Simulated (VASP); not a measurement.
# BN (P6_3/mmc) in VASP: notebook

Runs on BN. Level: r2SCAN. Tasks: elastic constants.

All numbers are computed with VASP 6.6.1; they aren't measurements. Logs are shortened: lines on timing, memory, paths and dates and some standing lists are left out, and cuts for length are marked.

## Step 1: The cell of the first run

It takes space group P6_3/mmc (No. 194, hexagonal). The conventional cell has a = 2.493 Å, b = 2.493 Å, c = 6.221 Å, α = 90.00°, β = 90.00°, γ = 120.00°. Within 1.9 Å of B (site symmetry -6m2) lie 3 N at 1.44 Å. N (site symmetry -6m2) has 3 B at 1.44 Å within 1.9 Å.

## Step 2: Elastic constants, r2SCAN

File INCAR:

```
  ALGO = Normal
  EDIFF = 1E-8
  ENCUT = 660
  GGA_COMPAT = False
  IBRION = 6
  ISIF = 3
  ISMEAR = 0
  KPAR = 4
  LASPH = True
  LCHARG = True
  LMIXTAU = True
  LREAL = False
  LWAVE = False
  METAGGA = R2SCAN
  NELM = 120
  NFREE = 2
  NSW = 1
  POTIM = 0.015
  PREC = Accurate
  SIGMA = 0.01
```

File KPOINTS:

```
k-points
0
Gamma
  10 10 4
```

File POSCAR:

```
BN
1.0
    2.4927677898      0.0000000000      0.0000000000
   -1.2463838949      2.1588002317      0.0000000000
    0.0000000000      0.0000000000      6.2214131515
B N
2 2
Direct
    0.3333333333      0.6666666667      0.2500000000
    0.6666666667      0.3333333333      0.7500000000
    0.3333333333      0.6666666667      0.7500000000
    0.6666666667      0.3333333333      0.2500000000
```

Potentials or basis: VASP PAW PBE potentials, release 64 (B, N).

On the command line:

```console
$ cat potpaw_PBE.64/B/POTCAR potpaw_PBE.64/N/POTCAR > POTCAR
$ mpirun -np 4 vasp_std > vasp.out
```

OUTCAR:

```text
EDIFF = 1E-8
   ENCUT = 660
   IBRION = 6
   ISIF = 3
   ISMEAR = 0
   LASPH = True
   LREAL = False
   METAGGA = R2SCAN
   NELM = 120
   NFREE = 2
   NSW = 1
   POTIM = 0.015
   PREC = Accurate

 ion  position               nearest neighbor table
   1  0.333  0.667  0.250-   4 1.44   4 1.44   4 1.44
   2  0.667  0.333  0.750-   3 1.44   3 1.44   3 1.44
   3  0.333  0.667  0.750-   2 1.44   2 1.44   2 1.44
   4  0.667  0.333  0.250-   1 1.44   1 1.44   1 1.44

  LATTYP: Found a hexagonal cell.
 ALAT       =     2.4927677898
 C/A-ratio  =     2.4957852781

  Lattice vectors:

 A1 = (   2.4927677898,   0.0000000000,   0.0000000000)
 A2 = (  -1.2463838949,   2.1588002317,   0.0000000000)
 A3 = (   0.0000000000,   0.0000000000,   6.2214131515)

Analysis of symmetry for initial positions (statically):
=====================================================================
 Subroutine PRICEL returns:
 Original cell was already a primitive cell.

 Routine SETGRP: Setting up the symmetry group for a
 hexagonal supercell.

 Subroutine GETGRP returns: Found 24 space group operations
 (whereof 12 operations were pure point group operations)
 out of a pool of 24 trial point group operations.

The static configuration has the point symmetry D_3d.
 The point group associated with its full space group is D_6h.

Analysis of symmetry for dynamics (positions and initial velocities):
=====================================================================
 Subroutine PRICEL returns:
 Original cell was already a primitive cell.

 Routine SETGRP: Setting up the symmetry group for a
 hexagonal supercell.

 Subroutine GETGRP returns: Found 24 space group operations
 (whereof 12 operations were pure point group operations)
 out of a pool of 24 trial point group operations.

The dynamic configuration has the point symmetry D_3d.
 The point group associated with its full space group is D_6h.

 Subroutine INISYM returns: Found 24 space group operations
 (whereof 12 operations are pure point group operations),
 and found     1 'primitive' translations

----------------------------------------------------------------------------------------

                                     Primitive cell

  volume of cell :      33.4798

  direct lattice vectors                    reciprocal lattice vectors
     2.492767790  0.000000000  0.000000000     0.401160511  0.231610129  0.000000000
    -1.246383895  2.158800232  0.000000000     0.000000000  0.463220258  0.000000000
     0.000000000  0.000000000  6.221413152     0.000000000  0.000000000  0.160735186

  length of vectors
     2.492767790  2.492767790  6.221413152     0.463220258  0.463220258  0.160735186

  position of ions in fractional coordinates (direct lattice)
     0.333333333  0.666666667  0.250000000
     0.666666667  0.333333333  0.750000000
     0.333333333  0.666666667  0.750000000
     0.666666667  0.333333333  0.250000000

  ion indices of the primitive-cell ions
   primitive index   ion index
                 1           1
                 2           2
                 3           3
                 4           4

----------------------------------------------------------------------------------------

 KPOINTS: k-points
[... 125 lines left out ...]
  -------------------------------------------------------------------------------------
  Total        1.0067745      1.0067745      0.7994120      0.0000000     -0.0000000      0.0000000
  in kB       48.1791850     48.1791850     38.2558561      0.0000000     -0.0000000      0.0000000
  external PRESSURE =      44.8714087 kB  Pullay stress =       0.0000000 kB
[... 95 lines left out ...]
  FREE ENERGIE OF THE ION-ELECTRON SYSTEM (eV)
  ---------------------------------------------------
  free  energy   TOTEN  =       -38.5206974003 eV

  energy  without entropy=      -38.5206974003  energy(sigma->0) =      -38.52069740

[... ionic steps 4 to 18 ...]

--------------------------------------- Ionic step       19  -------------------------------------------

 number of electron      16.0000000 magnetization

------------------------ aborting loop because EDIFF is reached ----------------------------------------
[... 71 lines left out ...]
--------------------------------------- Ionic step       21  -------------------------------------------

 number of electron      15.9999999 magnetization

 Free energy of the ion-electron system (eV)
  ---------------------------------------------------
  ext. energy  EPLUGINS =         0.00000000
  ---------------------------------------------------
  free energy    TOTEN  =       -38.55923428 eV

  energy without entropy =      -38.55923428  energy(sigma->0) =      -38.55923428

 E-fermi :   2.7968     XC(G=0): -11.2093

 val. band max:        2.6993624883   @ k =   0.3000   0.3000   0.0000
 cond. band min:       7.4546868232   @ k =   0.5000   0.0000   0.0000
 fundamental gap:      4.7553243349
 Fermi energy:         2.7968263793

 k-point     1 :       0.0000    0.0000    0.0000
  band No.  band energies     occupation
      1     -16.3377      2.00000
      2     -15.8694      2.00000
      3      -4.1310      2.00000
      4      -1.1866      2.00000
      5       1.2788      2.00000
      6       1.2788      2.00000
      7       1.3512      2.00000
      8       1.3512      2.00000
      9       8.8106      0.00000
     10      14.6581      0.00000
     11      14.9862      0.00000
     12      14.9862      0.00000
[... 331 lines left out ...]
 k-point    24 :       0.4000    0.1000    0.2500
  band No.  band energies     occupation
      1     -12.9882      2.00000
      2     -12.8668      2.00000
      3      -6.3624      2.00000
      4      -6.2713      2.00000
      5      -2.2165      2.00000
      6      -2.1239      2.00000
      7       1.0362      2.00000
      8       2.1561      2.00000
      9       7.9071      0.00000
     10       9.0946      0.00000
     11      13.9788      0.00000
     12      14.2971      0.00000

 [... further k-points ...]

------------------------ aborting loop because EDIFF is reached ----------------------------------------

  FORCE on cell =-STRESS in cart. coord.  units (eV):
  Direction    XX          YY          ZZ          XY          YZ          ZX
  --------------------------------------------------------------------------------------
  -------------------------------------------------------------------------------------
  Total        1.0058610      1.0058610      0.7957628      0.0000000      0.0000000      0.0000000
  in kB       48.1354726     48.1354726     38.0812249      0.0000000      0.0000000      0.0000000
  external PRESSURE =      44.7840567 kB  Pullay stress =       0.0000000 kB
[... 19 lines left out ...]
  FREE ENERGIE OF THE ION-ELECTRON SYSTEM (eV)
  ---------------------------------------------------
  free  energy   TOTEN  =       -38.5592342842 eV

  energy  without entropy=      -38.5592342842  energy(sigma->0) =      -38.55923428

 INTERNAL STRAIN TENSORS FROM STRAINED CELLS
 ============================================

 INTERNAL STRAIN TENSOR FOR ION    1 for displacements in x,y,z  (eV/Angst):
          X           Y           Z          XY          YZ          ZX
  --------------------------------------------------------------------------------
  x    -0.00000    -0.00000    -0.00000   -12.77149     0.00000     0.00000
  y   -12.81476    12.86517     0.00000    -0.00001    -0.00001     0.00001
  z    -0.00000     0.00000     0.00000    -0.00000     0.00093     0.00000

 INTERNAL STRAIN TENSORS FROM DISPLACED ATOMS
 ============================================

 INTERNAL STRAIN TENSOR FOR ION    1 for displacements in x,y,z  (eV/Angst):
          X           Y           Z          XY          YZ          ZX
  --------------------------------------------------------------------------------
  x     0.00000     0.00000     0.00000   -12.78727     0.00000     0.00000
  y   -12.78727    12.78727     0.00000     0.00000     0.00000     0.00000
  z    -0.00000     0.00000     0.00000     0.00000     0.00000     0.00000

 INTERNAL STRAIN TENSOR FOR ION    4 for displacements in x,y,z  (eV/Angst):
          X           Y           Z          XY          YZ          ZX
  --------------------------------------------------------------------------------
  x     0.00000     0.00000     0.00000    13.15165     0.00000     0.00000
  y    13.15165   -13.15165    -0.00000     0.00000     0.00000     0.00000
  z    -0.00000     0.00000     0.00000     0.00000     0.00000     0.00000

 Eigenvectors and eigenvalues of the dynamical matrix
 ----------------------------------------------------

   1 f  =   41.459546 THz   260.498008 2PiTHz 1382.941581 cm-1   171.462826 meV
             X         Y         Z           dx          dy          dz
     -0.000000  1.439200  1.555353     0.530468    0.000012   -0.000000
      1.246384  0.719600  4.666060    -0.530468   -0.000012   -0.000000
     -0.000000  1.439200  4.666060     0.467550    0.000011    0.000000
      1.246384  0.719600  1.555353    -0.467550   -0.000011    0.000000
[... 71 lines left out ...]
  12 f/i=    0.007425 THz     0.046650 2PiTHz    0.247656 cm-1     0.030705 meV
             X         Y         Z           dx          dy          dz
     -0.000000  1.439200  1.555353     0.000000   -0.000000   -0.466930
      1.246384  0.719600  4.666060     0.000000   -0.000000   -0.466930
     -0.000000  1.439200  4.666060     0.000000   -0.000000   -0.531015
      1.246384  0.719600  1.555353     0.000000   -0.000000   -0.531015

--------------------------------------------------------------------------------------------------------

 ELASTIC MODULI CONTR FROM IONIC RELAXATION (kBar)
 Direction    XX          YY          ZZ          XY          YZ          ZX
 --------------------------------------------------------------------------------
 XX        -398.6423    398.6423      0.0000      0.0000     -0.0000      0.0000
 YY         398.6423   -398.6423     -0.0000     -0.0000      0.0000      0.0000
 ZZ           0.0000     -0.0000     -0.0000     -0.0000     -0.0000      0.0000
 XY           0.0000     -0.0000     -0.0000   -398.6423     -0.0000      0.0000
 YZ          -0.0000      0.0000     -0.0000     -0.0000     -0.0000      0.0000
 ZX           0.0000      0.0000      0.0000      0.0000      0.0000      0.0000
 --------------------------------------------------------------------------------

 TOTAL ELASTIC MODULI (kBar)
 Direction    XX          YY          ZZ          XY          YZ          ZX
 --------------------------------------------------------------------------------
 XX        9891.9340   2220.1800     23.8376      0.0000      0.0000      0.0000
 YY        2220.1800   9891.9340     23.8376     -0.0000      0.0000      0.0000
 ZZ          23.8376     23.8376    591.1731     -0.0000     -0.0000      0.0000
 XY           0.0000     -0.0000     -0.0000   3835.8770     -0.0000     -0.0000
 YZ           0.0000      0.0000     -0.0000      0.0000     92.0220      0.0000
 ZX           0.0000      0.0000      0.0000      0.0000      0.0000     92.0248
 --------------------------------------------------------------------------------
```

It took 18 min on 4 MPI ranks of Intel Xeon Platinum 8559C (Emerald Rapids), shared host; peak memory 0.29 GiB.

Results:

* Voigt bulk modulus: 277 GPa
* Highest phonon frequency at Γ, LO-TO splitting left out: 1383 cm⁻¹

Phonon frequencies in cm⁻¹ (negative: imaginary):
```
              q point                                  frequencies
(0.000, 0.000, 0.000)  0 0 0 67 67 173 745 824 1382 1382 1383 1383
```

Elastic tensor in Voigt notation (GPa, in the Cartesian axes of the cell as first typed):
```
989 222   2   0   0   0
222 989   2   0   0   0
  2   2  59   0   0   0
  0   0   0   9   0   0
  0   0   0   0   9   0
  0   0   0   0   0 384
```

Clamped-ion elastic tensor (GPa):
```
1029  182    2    0    0    0
 182 1029    2    0    0    0
   2    2   59    0    0    0
   0    0    0    9    0    0
   0    0    0    0    9    0
   0    0    0    0    0  423
```

Caveat: the cell is under stress, which shifts elastic constants; the PAW data sets were made with another functional, which shifts forces and pressure a little.

## Step 3: Elastic constants, r2SCAN

This run uses another cell than the first one, of 7.75 Å³/atom.

File INCAR:

```
SYSTEM = BN
PREC     = Accurate       ! precision mode
ENCUT    = 660            ! plane-wave cutoff, eV
EDIFF    = 1E-8           ! SCF threshold, eV
ISMEAR   = 0              ! smearing method
SIGMA    = 0.01           ! smearing width, eV
LREAL    = .FALSE.        ! projectors in reciprocal space
LASPH    = .TRUE.         ! aspherical terms in the spheres
NELM     = 120            ! most SCF steps
ALGO     = Normal         ! electronic algorithm
ISIF     = 3              ! what is computed and relaxed
LWAVE    = .FALSE.        ! write WAVECAR
LCHARG   = .TRUE.         ! write CHGCAR
METAGGA  = R2SCAN         ! meta-GGA
LMIXTAU  = .TRUE.       
NBANDS   = 16             ! bands
IBRION   = 6              ! ionic algorithm
NFREE    = 2            
POTIM    = 0.015          ! step
NSW      = 1              ! ionic steps
GGA_COMPAT= .FALSE.      
KPAR     = 4
```

File KPOINTS:

```
regular mesh
0
G
  10 10 4
  0 0 0
```

File POSCAR:

```
BN
1.0
    2.4825689899      0.0000000000      0.0000000000
   -1.2412844950      2.1499678119      0.0000000000
    0.0000000000      0.0000000000      5.8043891717
B N
2 2
Direct
    0.3333333333      0.6666666667      0.2500000000
    0.6666666667      0.3333333333      0.7500000000
    0.3333333333      0.6666666667      0.7500000000
    0.6666666667      0.3333333333      0.2500000000
```

Potentials or basis: VASP PAW PBE potentials, release 64 (B, N).

On the command line:

```console
$ cat potpaw_PBE.64/B/POTCAR potpaw_PBE.64/N/POTCAR > POTCAR
$ mpirun -np 4 vasp_std > vasp.out
```

Wall time 9.3 min (4 MPI ranks of Intel Xeon 6975P-C (Granite Rapids), shared host); peak memory 0.33 GiB.

Results (log left out):

| Item | Value |
| --- | --- |
| Voigt bulk modulus | 309 GPa |
| Highest phonon frequency at Γ, LO-TO splitting left out | 1406 cm⁻¹ |

Phonon frequencies in cm⁻¹ (negative: imaginary):
| q point | frequencies |
| --- | --- |
| (0.000, 0.000, 0.000) | 0 0 0 92 92 237 706 823 1403 1403 1406 1406 |

Elastic tensor in Voigt notation (GPa, in the Cartesian axes of the cell as first typed):
```
1077  250    7    0    0    0
 250 1077    7    0    0    0
   7    7  100    0    0    0
   0    0    0   17    0    0
   0    0    0    0   17    0
   0    0    0    0    0  413
```

Clamped-ion elastic tensor (GPa):
```
1127  200    7    0    0    0
 200 1127    7    0    0    0
   7    7  100    0    0    0
   0    0    0   17    0    0
   0    0    0    0   17    0
   0    0    0    0    0  464
```

Caveat: the cell is under stress, which shifts elastic constants; the PAW data sets were made with another functional, which shifts forces and pressure a little.
